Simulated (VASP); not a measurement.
# MgB2Te4 (Immm) in VASP: single point with PBE

Aim: the single point of MgB2Te4 with PBE.

All numbers are computed with VASP 6.6.1; they aren't measurements. Logs are shortened: lines on timing, memory, paths and dates and some standing lists are left out, and cuts for length are marked.

**1. The cell of the first run**

The structure is orthorhombic, space group Immm (No. 71). The conventional cell has a = 4.577 Å, b = 9.879 Å, c = 10.615 Å, α = 90.00°, β = 90.00°, γ = 90.00°. Mg (site symmetry mmm) has 6 Te at 2.89 to 3.24 Å within 3.8 Å. Within 2.8 Å of B (site symmetry mm2) lie 3 Te at 2.15 to 2.20 Å and 1 B at 2.78 Å. Te (site symmetry mm2) has 1 B at 2.15 Å within 2.8 Å. Within 2.9 Å of Te (site symmetry m2m) lie 2 B at 2.20 Å.

**2. Single point, PBE**

File INCAR:

```
SYSTEM = MgB2Te4
PREC = Accurate ; ENCUT = 520
EDIFF = 1E-6 ; ISMEAR = 0
SIGMA = 0.01 ; LREAL = .FALSE.
LASPH = .TRUE. ; NELM = 60
ALGO = Normal ; ISIF = 2
LWAVE = .FALSE. ; LCHARG = .FALSE.
GGA = PE ; NBANDS = 25
```

File KPOINTS:

```
regular mesh
0
G
  8 8 8
  0 0 0
```

File POSCAR:

```
MgB2Te4
1.0
   -2.2884153501      4.9393956641      5.3074060098
    2.2884153501     -4.9393956641      5.3074060098
    2.2884153501      4.9393956641     -5.3074060098
Mg B Te
1 2 4
Direct
    0.5000000000      0.5000000000      0.0000000000
    0.1311545393      0.6311545393      0.5000000000
    0.8688454607      0.3688454607      0.5000000000
    0.3333132686      0.8333132686      0.5000000000
    0.6666867314      0.1666867314      0.5000000000
    0.1719080323      0.5000000000      0.6719080323
    0.8280919677      0.5000000000      0.3280919677
```

Potentials or basis: VASP PAW PBE potentials, release 64 (Mg, B, Te).

Command:

```
$ cat potpaw_PBE.64/Mg/POTCAR potpaw_PBE.64/B/POTCAR potpaw_PBE.64/Te/POTCAR > POTCAR
$ mpirun -np 1 vasp_std > vasp.out
```

OUTCAR:

```text
SYSTEM = MgB2Te4
   PREC = Accurate
   ENCUT = 520
   EDIFF = 1E-6
   ISMEAR = 0
   LREAL = .FALSE.
   LASPH = .TRUE.
   NELM = 60
   ISIF = 2
   GGA = PE

 ion  position               nearest neighbor table
   1  0.500  0.500  0.000-   5 2.89   4 2.89   5 2.89   4 2.89   6 3.24   7 3.24
   2  0.131  0.631  0.500-   4 2.15   6 2.20   7 2.20
   3  0.869  0.369  0.500-   5 2.15   6 2.20   7 2.20
   4  0.333  0.833  0.500-   2 2.15   1 2.89   1 2.89   5 3.54
   5  0.667  0.167  0.500-   3 2.15   1 2.89   1 2.89   4 3.54
   6  0.172  0.500  0.672-   2 2.20   3 2.20   1 3.24   7 3.40
   7  0.828  0.500  0.328-   2 2.20   3 2.20   1 3.24   6 3.40

  LATTYP: Found a body centered orthorhombic cell.
 ALAT       =     4.5768307002
 B/A-ratio  =     2.1584349466
 C/A-ratio  =     2.3192494359

  Lattice vectors:

 A1 = (  -2.2884153501,   4.9393956641,   5.3074060098)
 A2 = (   2.2884153501,  -4.9393956641,   5.3074060098)
 A3 = (   2.2884153501,   4.9393956641,  -5.3074060098)

Analysis of symmetry for initial positions (statically):
=====================================================================
 Subroutine PRICEL returns:
 Original cell was already a primitive cell.

 Routine SETGRP: Setting up the symmetry group for a
 body centered orthorhombic supercell.

 Subroutine GETGRP returns: Found  8 space group operations
 (whereof  8 operations were pure point group operations)
 out of a pool of  8 trial point group operations.

The static configuration has the point symmetry D_2h.

Analysis of symmetry for dynamics (positions and initial velocities):
=====================================================================
 Subroutine PRICEL returns:
 Original cell was already a primitive cell.

 Routine SETGRP: Setting up the symmetry group for a
 body centered orthorhombic supercell.

 Subroutine GETGRP returns: Found  8 space group operations
 (whereof  8 operations were pure point group operations)
 out of a pool of  8 trial point group operations.

The dynamic configuration has the point symmetry D_2h.

 Subroutine INISYM returns: Found  8 space group operations
 (whereof  8 operations are pure point group operations),
 and found     1 'primitive' translations

----------------------------------------------------------------------------------------

                                     Primitive cell

  volume of cell :     239.9667

  direct lattice vectors                    reciprocal lattice vectors
    -2.288415350  4.939395664  5.307406010     0.000000000  0.101226959  0.094207980
     2.288415350 -4.939395664  5.307406010     0.218491805  0.000000000  0.094207980
     2.288415350  4.939395664 -5.307406010     0.218491805  0.101226959  0.000000000

  length of vectors
     7.602830584  7.602830584  7.602830584     0.138282467  0.237936572  0.240801923

  position of ions in fractional coordinates (direct lattice)
     0.500000000  0.500000000  0.000000000
     0.131154539  0.631154539  0.500000000
     0.868845461  0.368845461  0.500000000
     0.333313269  0.833313269  0.500000000
     0.666686731  0.166686731  0.500000000
     0.171908032  0.500000000  0.671908032
     0.828091968  0.500000000  0.328091968

  ion indices of the primitive-cell ions
   primitive index   ion index
                 1           1
                 2           2
                 3           3
                 4           4
                 5           5
                 6           6
                 7           7

----------------------------------------------------------------------------------------

 KPOINTS: regular mesh

Automatic generation of k-mesh.
 Grid dimensions read from file:
 generate k-points for:    8    8    8

 Generating k-lattice:

  Cartesian coordinates                     Fractional coordinates (reciprocal lattice)
     0.000000000  0.012653370  0.011775998     0.125000000  0.000000000  0.000000000
     0.027311476  0.000000000  0.011775998     0.000000000  0.125000000 -0.000000000
     0.027311476  0.012653370  0.000000000     0.000000000 -0.000000000  0.125000000

  Length of vectors
     0.017285308  0.029742071  0.030100240

  Shift w.r.t. Gamma in fractional coordinates (k-lattice)
     0.000000000  0.000000000  0.000000000

 Subroutine IBZKPT returns following result:
 ===========================================

 Found     95 irreducible k-points:

 Following reciprocal coordinates:
            Coordinates               Weight
  0.000000  0.000000  0.000000      1.000000
  0.125000  0.000000 -0.000000      4.000000
  0.250000  0.000000 -0.000000      4.000000
  0.375000  0.000000  0.000000      4.000000
  0.500000  0.000000 -0.000000      2.000000
  0.000000  0.125000 -0.000000      4.000000
[... 16 lines left out ...]
  0.125000  0.375000 -0.000000      8.000000
  0.250000  0.375000 -0.000000      8.000000
 [... further k-points ...]
   k-points           NKPTS =     95   k-points in BZ     NKDIM =     95   number of bands    NBANDS=     25
   number of dos      NEDOS =    301   number of ions     NIONS =      7
   total plane-waves  NPLWV = 216000
   dimension x,y,z NGX =    60 NGY =   60 NGZ =   60
   dimension x,y,z NGXF=   120 NGYF=  120 NGZF=  120
   ions per type =               1   2   4
   NGX,Y,Z   is equivalent  to a cutoff of  13.12, 13.12, 13.12 a.u.
   NGXF,Y,Z  is equivalent  to a cutoff of  26.24, 26.24, 26.24 a.u.
 SYSTEM =  MgB2Te4
   PREC   = accura    normal or accurate (medium, high low for compatibility)
   ISTART =      0    job   : 0-new  1-cont  2-samecut
   ICHARG =      2    charge: 1-file 2-atom 10-const
   ISPIN  =      1    spin polarized calculation?
   LNONCOLLINEAR =      F non collinear calculations
   LSORBIT =      F    spin-orbit coupling
   LASPH  =      T    aspherical Exc in radial PAW
   ENCUT  =  520.0 eV  38.22 Ry    6.18 a.u.  14.14 14.14 14.14*2*pi/ulx,y,z
   NELM   =     60;   NELMIN=  2; NELMDL= -5     # of ELM steps
   EDIFF  = 0.1E-05   stopping-criterion for ELM
   LREAL  =      F    real-space projection
   EDIFFG = 0.1E-04   stopping-criterion for IOM
   NSW    =      0    number of steps for IOM
   IBRION =     -1    ionic relax: 0-MD 1-quasi-New 2-CG
   NFREE  =      0    steps in history (QN), initial steepest desc. (CG)
   ISIF   =      2    stress and relaxation
   ISYM   =      2    0-nonsym 1-usesym 2-fastsym
   POTIM  = 0.5000    time-step for ionic-motion
   TEBEG  =    0.0;   TEEND  =   0.0 temperature during run
   PSTRESS=    0.0 pullay stress
   NELECT =      32.0000    total number of electrons
   NUPDOWN=      -1.0000    fix difference up-down
   EMIN   =  10.00;   EMAX   =-10.00  energy-range for DOS
   EFERMI =   0.00;   METHOD = LEGACY
   ISMEAR =     0;   SIGMA  =   0.01  broadening in eV -4-tet -1-fermi 0-gaus
   EFERMI_NEDOS =   21; number of points for ismear=-14 and -15
   IALGO  =     38    algorithm
   IMIX   =      4    mixing-type and parameters
     AMIX     =   0.40;   BMIX     =  1.00
     AMIX_MAG =   1.60;   BMIX_MAG =  1.00
  volume/ion in A,a.u.               =      34.28       231.34
  Fermi-wavevector in a.u.,A,eV,Ry     =   0.836388  1.580544  9.517888  0.699545
  Thomas-Fermi vector in A             =   1.950104
   LORBIT       =      0    0 simple, 1 ext, 2 COOP (PROOUT), +10 PAW based schemes
   GGA     = PE    functional components
   LHFCALC =     F    Hartree Fock is set to
   AEXX    =    0.0000 exact exchange contribution
   IVDW    =     0    specifies the selected vdW correction
   LEPSILON=     F    determine dielectric tensor
   LRPA    =     F    only Hartree local field effects (RPA)
 non-spin polarized calculation
 Gauss-broadening in eV      SIGMA  =   0.01
  energy-cutoff  :      520.00
  volume of cell :      239.97
 maximum number of plane-waves:      6486
 NGX is ok and might be reduce to    60
   NGX = 29   NGY = 29   NGZ = 29

 number of electron      32.0000000 magnetization

 Free energy of the ion-electron system (eV)
  ---------------------------------------------------
  ext. energy  EPLUGINS =         0.00000000
  ---------------------------------------------------
  free energy    TOTEN  =       -25.92576610 eV

  energy without entropy =      -25.92576610  energy(sigma->0) =      -25.92576610

 E-fermi :   2.3838     XC(G=0):  -7.5578

 val. band max:        2.2936994443   @ k =   0.0000   0.1250  -0.0000
 cond. band min:       2.4621725566   @ k =   0.0000   0.5000  -0.0000
 fundamental gap:      0.1684731123
 Fermi energy:         2.3837841568

 k-point     1 :       0.0000    0.0000    0.0000
  band No.  band energies     occupation
      1     -10.4036      2.00000
      2      -8.6173      2.00000
      3      -8.5323      2.00000
      4      -8.4349      2.00000
      5      -4.0829      2.00000
      6      -3.9724      2.00000
[... 17 lines left out ...]
     24       6.5165      0.00000
     25       6.6516      0.00000

 k-point     2 :       0.1250    0.0000   -0.0000
  band No.  band energies     occupation
      1     -10.3942      2.00000
      2      -8.7367      2.00000
      3      -8.4620      2.00000
      4      -8.3961      2.00000
      5      -4.2855      2.00000
      6      -3.7388      2.00000
[... 17 lines left out ...]
     24       6.5145      0.00000
     25       6.8895      0.00000

 k-point     3 :       0.2500    0.0000   -0.0000
  band No.  band energies     occupation
      1     -10.3702      2.00000
      2      -8.8834      2.00000
      3      -8.4262      2.00000
      4      -8.3113      2.00000
      5      -4.4636      2.00000
      6      -3.5108      2.00000
[... 552 lines left out ...]
 k-point    23 :       0.1250    0.3750   -0.0000
  band No.  band energies     occupation
      1     -10.2595      2.00000
      2      -8.8154      2.00000
      3      -8.3625      2.00000
      4      -8.1290      2.00000
      5      -4.4356      2.00000
      6      -3.3420      2.00000
[... 17 lines left out ...]
     24       7.7544      0.00000
     25       7.9499      0.00000

 k-point    24 :       0.2500    0.3750   -0.0000
  band No.  band energies     occupation
      1     -10.2548      2.00000
      2      -8.8048      2.00000
      3      -8.3622      2.00000
      4      -8.1656      2.00000
      5      -4.3513      2.00000
      6      -3.2825      2.00000
[... 17 lines left out ...]
     24       7.6026      0.00000
     25       7.8495      0.00000

 [... further k-points ...]

------------------------ aborting loop because EDIFF is reached ----------------------------------------

  FORCE on cell =-STRESS in cart. coord.  units (eV):
  Direction    XX          YY          ZZ          XY          YZ          ZX
  --------------------------------------------------------------------------------------
  -------------------------------------------------------------------------------------
  Total       -0.0236800      0.0990108      0.2901399     -0.0000000      0.0000000      0.0000000
  in kB       -0.1581033      0.6610617      1.9371669     -0.0000000      0.0000000      0.0000000
  external PRESSURE =       0.8133751 kB  Pullay stress =       0.0000000 kB

 VOLUME and BASIS-vectors are now :
 -----------------------------------------------------------------------------
  energy-cutoff  :      520.00
  volume of cell :      239.97
      direct lattice vectors                 reciprocal lattice vectors
    -2.288415350  4.939395664  5.307406010     0.000000000  0.101226959  0.094207980
     2.288415350 -4.939395664  5.307406010     0.218491805  0.000000000  0.094207980
     2.288415350  4.939395664 -5.307406010     0.218491805  0.101226959  0.000000000

 POSITION                                       TOTAL-FORCE (eV/Angst)
 -----------------------------------------------------------------------------------
      0.00000      0.00000      5.30741         0.000000      0.000000     -0.000000
      2.28842      0.00000      1.39218        -0.000000     -0.000000     -0.002322
      0.00000      4.93940      3.91523        -0.000000      0.000000      0.002322
      2.28842      0.00000      3.53806         0.000000      0.000000      0.045600
      0.00000      4.93940      1.76935        -0.000000     -0.000000     -0.045600
      2.28842      1.69824      0.00000         0.000000      0.056798     -0.000000
      0.00000      3.24115      5.30741         0.000000     -0.056798     -0.000000
 -----------------------------------------------------------------------------------
    total drift:                                0.000000      0.000000     -0.000000

  FREE ENERGIE OF THE ION-ELECTRON SYSTEM (eV)
  ---------------------------------------------------
  free  energy   TOTEN  =       -25.9257660998 eV

  energy  without entropy=      -25.9257660998  energy(sigma->0) =      -25.92576610
```

It took 17 min on 1 thread of Intel Xeon Platinum 8259CL at 2.50GHz (Skylake/Cascade Lake), shared host; peak memory 0.85 GiB.

What came out:

```yaml
Free_energy: -25.9258 eV
Pressure: 0.1 GPa
Largest_force: 0.057 eV/Å
Band_gap_on_the_k_mesh: 0.17 eV, indirect (least direct gap 0.41 eV)
```

Forces on the atoms (eV/Å):
```
Mg   0.000  0.000  0.000
B    0.000  0.000 -0.002
B    0.000  0.000  0.002
Te   0.000  0.000  0.046
Te   0.000  0.000 -0.046
Te   0.000  0.057  0.000
Te   0.000 -0.057  0.000
```

Caveat: spin-orbit coupling is left out, which moves the levels of the heavy elements. A k mesh can miss the band edges.
